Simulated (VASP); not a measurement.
# Au (Im-3m) in VASP: settings compared

Aim: see how the results for Au move with the level of theory and the settings. Levels: PBE, LDA. Tasks: single point.

Program: VASP 6.6.1. These are calculated values, not measurements. Logs are shortened: lines on timing, memory, paths and dates and some standing lists are left out, and cuts for length are marked.

## Step 1: The cell of the first run

The structure is cubic, space group Im-3m (No. 229). The conventional cell has a = 3.315 Å, b = 3.315 Å, c = 3.315 Å, α = 90.00°, β = 90.00°, γ = 90.00°. Within 3.8 Å of Au (site symmetry m-3m) lie 14 Au at 2.87 to 3.31 Å.

## Step 2: Single point, PBE

INCAR reads:

```
SYSTEM = Au
PREC     = Accurate       ! precision mode
ENCUT    = 500            ! plane-wave cutoff, eV
EDIFF    = 1E-6           ! SCF threshold, eV
ISMEAR   = 0              ! smearing method
SIGMA    = 0.025          ! smearing width, eV
LREAL    = .FALSE.        ! projectors in reciprocal space
LASPH    = .TRUE.         ! aspherical terms in the spheres
NELM     = 120            ! most SCF steps
ALGO     = Normal         ! electronic algorithm
ISIF     = 2              ! what is computed and relaxed
LWAVE    = .FALSE.        ! write WAVECAR
LCHARG   = .TRUE.         ! write CHGCAR
GGA      = PE             ! functional
LELF     = .TRUE.         ! ELF
LVHAR    = .TRUE.       
NBANDS   = 12             ! bands
GGA_COMPAT= .FALSE.
```

KPOINTS reads:

```
regular mesh
0
G
  11 11 11
  0 0 0
```

POSCAR reads:

```
Au
1.0
   -1.6572690000      1.6572690000      1.6572690000
    1.6572690000     -1.6572690000      1.6572690000
    1.6572690000      1.6572690000     -1.6572690000
Au
1
Direct
    0.0000000000      0.0000000000      0.0000000000
```

Potentials or basis: VASP PAW PBE potentials, release 64 (Au).

Command:

```sh
$ cat potpaw_PBE.64/Au/POTCAR > POTCAR
$ mpirun -np 1 vasp_std > vasp.out
```

OUTCAR:

```text
SYSTEM = Au
   PREC = Accurate
   ENCUT = 500
   EDIFF = 1E-6
   ISMEAR = 0
   LREAL = .FALSE.
   LASPH = .TRUE.
   NELM = 120
   ISIF = 2
   GGA = PE

 ion  position               nearest neighbor table
   1  0.000  0.000  0.000-

  LATTYP: Found a body centered cubic cell.
 ALAT       =     3.3145380000

  Lattice vectors:

 A1 = (  -1.6572690000,   1.6572690000,   1.6572690000)
 A2 = (   1.6572690000,  -1.6572690000,   1.6572690000)
 A3 = (   1.6572690000,   1.6572690000,  -1.6572690000)

Analysis of symmetry for initial positions (statically):
=====================================================================
 Subroutine PRICEL returns:
 Original cell was already a primitive cell.

 Routine SETGRP: Setting up the symmetry group for a
 body centered cubic supercell.

 Subroutine GETGRP returns: Found 48 space group operations
 (whereof 48 operations were pure point group operations)
 out of a pool of 48 trial point group operations.

The static configuration has the point symmetry O_h .

Analysis of symmetry for dynamics (positions and initial velocities):
=====================================================================
 Subroutine PRICEL returns:
 Original cell was already a primitive cell.

 Routine SETGRP: Setting up the symmetry group for a
 body centered cubic supercell.

 Subroutine GETGRP returns: Found 48 space group operations
 (whereof 48 operations were pure point group operations)
 out of a pool of 48 trial point group operations.

The dynamic configuration has the point symmetry O_h .

 Subroutine INISYM returns: Found 48 space group operations
 (whereof 48 operations are pure point group operations),
 and found     1 'primitive' translations

----------------------------------------------------------------------------------------

                                     Primitive cell

  volume of cell :      18.2070

  direct lattice vectors                    reciprocal lattice vectors
    -1.657269000  1.657269000  1.657269000     0.000000000  0.301701172  0.301701172
     1.657269000 -1.657269000  1.657269000     0.301701172  0.000000000  0.301701172
     1.657269000  1.657269000 -1.657269000     0.301701172  0.301701172  0.000000000

  length of vectors
     2.870474110  2.870474110  2.870474110     0.426669890  0.426669890  0.426669890

  position of ions in fractional coordinates (direct lattice)
     0.000000000  0.000000000  0.000000000

  ion indices of the primitive-cell ions
   primitive index   ion index
                 1           1

----------------------------------------------------------------------------------------

 KPOINTS: regular mesh

Automatic generation of k-mesh.
 Grid dimensions read from file:
 generate k-points for:   11   11   11

 Generating k-lattice:

  Cartesian coordinates                     Fractional coordinates (reciprocal lattice)
     0.000000000  0.027427379  0.027427379     0.090909091  0.000000000  0.000000000
     0.027427379  0.000000000  0.027427379     0.000000000  0.090909091  0.000000000
     0.027427379  0.027427379  0.000000000     0.000000000  0.000000000  0.090909091

  Length of vectors
     0.038788172  0.038788172  0.038788172

  Shift w.r.t. Gamma in fractional coordinates (k-lattice)
     0.000000000  0.000000000  0.000000000

 Subroutine IBZKPT returns following result:
 ===========================================

 Found     56 irreducible k-points:

 Following reciprocal coordinates:
            Coordinates               Weight
  0.000000  0.000000  0.000000      1.000000
  0.090909  0.000000  0.000000     12.000000
  0.181818  0.000000  0.000000     12.000000
  0.272727  0.000000  0.000000     12.000000
  0.363636  0.000000  0.000000     12.000000
  0.454545  0.000000  0.000000     12.000000
[... 16 lines left out ...]
  0.272727  0.181818  0.090909     48.000000
  0.363636  0.181818  0.090909     24.000000
 [... further k-points ...]
   k-points           NKPTS =     56   k-points in BZ     NKDIM =     56   number of bands    NBANDS=     12
   number of dos      NEDOS =    301   number of ions     NIONS =      1
   total plane-waves  NPLWV =  13824
   dimension x,y,z NGX =    24 NGY =   24 NGZ =   24
   dimension x,y,z NGXF=    48 NGYF=   48 NGZF=   48
   ions per type =               1
   NGX,Y,Z   is equivalent  to a cutoff of  13.90, 13.90, 13.90 a.u.
   NGXF,Y,Z  is equivalent  to a cutoff of  27.80, 27.80, 27.80 a.u.
 SYSTEM =  Au
   PREC   = accura    normal or accurate (medium, high low for compatibility)
   ISTART =      0    job   : 0-new  1-cont  2-samecut
   ICHARG =      2    charge: 1-file 2-atom 10-const
   ISPIN  =      1    spin polarized calculation?
   LNONCOLLINEAR =      F non collinear calculations
   LSORBIT =      F    spin-orbit coupling
   LASPH  =      T    aspherical Exc in radial PAW
   ENCUT  =  500.0 eV  36.75 Ry    6.06 a.u.   5.23  5.23  5.23*2*pi/ulx,y,z
   NELM   =    120;   NELMIN=  2; NELMDL= -5     # of ELM steps
   EDIFF  = 0.1E-05   stopping-criterion for ELM
   LREAL  =      F    real-space projection
[... 7 lines left out ...]
   TEBEG  =    0.0;   TEEND  =   0.0 temperature during run
   PSTRESS=    0.0 pullay stress
   NELECT =      11.0000    total number of electrons
   NUPDOWN=      -1.0000    fix difference up-down
   EMIN   =  10.00;   EMAX   =-10.00  energy-range for DOS
   EFERMI =   0.00;   METHOD = LEGACY
   ISMEAR =     0;   SIGMA  =   0.03  broadening in eV -4-tet -1-fermi 0-gaus
   EFERMI_NEDOS =   21; number of points for ismear=-14 and -15
   IALGO  =     38    algorithm
   IMIX   =      4    mixing-type and parameters
     AMIX     =   0.40;   BMIX     =  1.00
     AMIX_MAG =   1.60;   BMIX_MAG =  1.00
  volume/ion in A,a.u.               =      18.21       122.87
  Fermi-wavevector in a.u.,A,eV,Ry     =   1.383968  2.615320 26.060157  1.915367
  Thomas-Fermi vector in A             =   2.508516
   LORBIT       =      0    0 simple, 1 ext, 2 COOP (PROOUT), +10 PAW based schemes
   GGA     = PE    functional components
   LHFCALC =     F    Hartree Fock is set to
   AEXX    =    0.0000 exact exchange contribution
   IVDW    =     0    specifies the selected vdW correction
   LEPSILON=     F    determine dielectric tensor
   LRPA    =     F    only Hartree local field effects (RPA)
 non-spin polarized calculation
 Gauss-broadening in eV      SIGMA  =   0.03
  energy-cutoff  :      500.00
  volume of cell :       18.21
 maximum number of plane-waves:       472
 NGX is ok and might be reduce to    24
   NGX = 11   NGY = 11   NGZ = 11

 number of electron      10.9999998 magnetization

 Free energy of the ion-electron system (eV)
  ---------------------------------------------------
  ext. energy  EPLUGINS =         0.00000000
  ---------------------------------------------------
  free energy    TOTEN  =        -3.19242687 eV

  energy without entropy =       -3.19163165  energy(sigma->0) =       -3.19202926

 E-fermi :   8.3060     XC(G=0): -12.3228

 val. band max:        8.2991936987   @ k =  -0.3636   0.4545   0.0909
 cond. band min:       8.3294897028   @ k =  -0.2727   0.4545   0.0909
 fundamental gap:      0.0302960041
 Fermi energy:         8.3059981135

 k-point     1 :       0.0000    0.0000    0.0000
  band No.  band energies     occupation
      1      -0.7542      2.00000
      2       3.9046      2.00000
      3       3.9046      2.00000
      4       3.9046      2.00000
      5       5.6410      2.00000
      6       5.6410      2.00000
      7      24.9106      0.00000
      8      24.9106      0.00000
      9      24.9106      0.00000
     10      31.5732      0.00000
     11      31.5732      0.00000
     12      31.5732      0.00000

 k-point     2 :       0.0909    0.0000    0.0000
  band No.  band energies     occupation
      1      -0.4687      2.00000
      2       3.8192      2.00000
      3       3.9127      2.00000
      4       4.0989      2.00000
      5       5.5443      2.00000
      6       5.6473      2.00000
      7      24.7320      0.00000
      8      24.9308      0.00000
      9      25.2582      0.00000
     10      29.2743      0.00000
     11      29.5762      0.00000
     12      30.5491      0.00000

 k-point     3 :       0.1818    0.0000    0.0000
  band No.  band energies     occupation
      1       0.3206      2.00000
      2       3.5979      2.00000
      3       3.9364      2.00000
      4       4.6522      2.00000
      5       5.3845      2.00000
      6       5.6702      2.00000
      7      22.7952      0.00000
      8      24.3027      0.00000
      9      26.2188      0.00000
     10      27.7662      0.00000
     11      28.2122      0.00000
     12      28.8300      0.00000

 k-point     4 :       0.2727    0.0000    0.0000
  band No.  band energies     occupation
      1       1.2819      2.00000
      2       3.3228      2.00000
      3       4.2118      2.00000
      4       5.3701      2.00000
      5       5.4650      2.00000
      6       5.7139      2.00000
      7      19.1344      0.00000
      8      22.8427      0.00000
      9      25.5951      0.00000
     10      27.5486      0.00000
     11      28.0814      0.00000
     12      30.1210      0.00000

 k-point     5 :       0.3636    0.0000    0.0000
  band No.  band energies     occupation
      1       1.7358      2.00000
      2       3.0832      2.00000
      3       5.2464      2.00000
      4       5.7003      2.00000
      5       5.7687      2.00000
      6       6.3347      2.00000
      7      15.3947      0.00000
      8      21.5521      0.00000
      9      23.3684      0.00000
     10      28.7069      0.00000
     11      28.8519      0.00000
     12      32.1527      0.00000
[... 228 lines left out ...]
      1      -0.1865      2.00000
      2       3.9355      2.00000
      3       3.9355      2.00000
      4       4.0969      2.00000
      5       5.3196      2.00000
      6       5.7581      2.00000
      7      24.4147      0.00000
      8      25.4841      0.00000
      9      25.4841      0.00000
     10      26.7673      0.00000
     11      29.9012      0.00000
     12      29.9012      0.00000

 k-point    22 :       0.1818    0.1818    0.0909
  band No.  band energies     occupation
      1       2.5562      2.00000
      2       3.2748      2.00000
      3       3.4141      2.00000
      4       5.5707      2.00000
      5       5.7586      2.00000
      6       7.8339      2.00000
      7      16.5911      0.00000
      8      19.2067      0.00000
      9      20.6878      0.00000
     10      28.4687      0.00000
     11      32.8850      0.00000
     12      33.8051      0.00000

 k-point    23 :       0.2727    0.1818    0.0909
  band No.  band energies     occupation
      1       2.6399      2.00000
      2       3.1469      2.00000
      3       4.1952      2.00000
      4       5.6487      2.00000
      5       5.8300      2.00000
      6       9.5170      0.00000
      7      13.8669      0.00000
      8      17.6771      0.00000
      9      19.9718      0.00000
     10      29.5862      0.00000
     11      32.2169      0.00000
     12      33.7442      0.00000

 k-point    24 :       0.3636    0.1818    0.0909
  band No.  band energies     occupation
      1       2.5995      2.00000
      2       3.0982      2.00000
      3       4.6402      2.00000
      4       5.6892      2.00000
      5       5.8650      2.00000
      6      11.3181      0.00000
      7      11.6427      0.00000
      8      17.1069      0.00000
      9      19.7180      0.00000
     10      30.1276      0.00000
     11      31.7845      0.00000
     12      33.7418      0.00000

 [... further k-points ...]
[... 5 lines left out ...]
  --------------------------------------------------------------------------------------
  -------------------------------------------------------------------------------------
  Total       -0.1192883     -0.1192883     -0.1192883     -0.0000000     -0.0000000      0.0000000
  in kB      -10.4971017    -10.4971017    -10.4971017     -0.0000000     -0.0000000      0.0000000
  external PRESSURE =     -10.4971017 kB  Pullay stress =       0.0000000 kB

 VOLUME and BASIS-vectors are now :
 -----------------------------------------------------------------------------
  energy-cutoff  :      500.00
  volume of cell :       18.21
      direct lattice vectors                 reciprocal lattice vectors
    -1.657269000  1.657269000  1.657269000     0.000000000  0.301701172  0.301701172
     1.657269000 -1.657269000  1.657269000     0.301701172  0.000000000  0.301701172
     1.657269000  1.657269000 -1.657269000     0.301701172  0.301701172  0.000000000

 POSITION                                       TOTAL-FORCE (eV/Angst)
 -----------------------------------------------------------------------------------
      0.00000      0.00000      0.00000         0.000000      0.000000      0.000000
 -----------------------------------------------------------------------------------
    total drift:                               -0.000000      0.000000      0.000000

  FREE ENERGIE OF THE ION-ELECTRON SYSTEM (eV)
  ---------------------------------------------------
  free  energy   TOTEN  =        -3.1924268750 eV

  energy  without entropy=       -3.1916316466  energy(sigma->0) =       -3.19202926
```

Run time: 12 s. Hardware: 1 thread of Intel Xeon Platinum 8375C at 2.90GHz (Ice Lake), shared host; peak memory 0.14 GiB.

What came out:

* Free energy: -3.1924 eV
* Pressure: -1.0 GPa

Levels at points of the mesh, in eV from the Fermi level:
| k point | band 4 | band 5 | band 6 | band 7 | band 8 | band 9 |
| --- | --- | --- | --- | --- | --- | --- |
| (0.00, 0.00, 0.00) | -4.40 | -2.66 | -2.66 | 16.60 | 16.60 | 16.60 |

Caveat: spin-orbit coupling is left out, which moves the levels of the heavy elements.

(Part 1 of 2 ends here.)
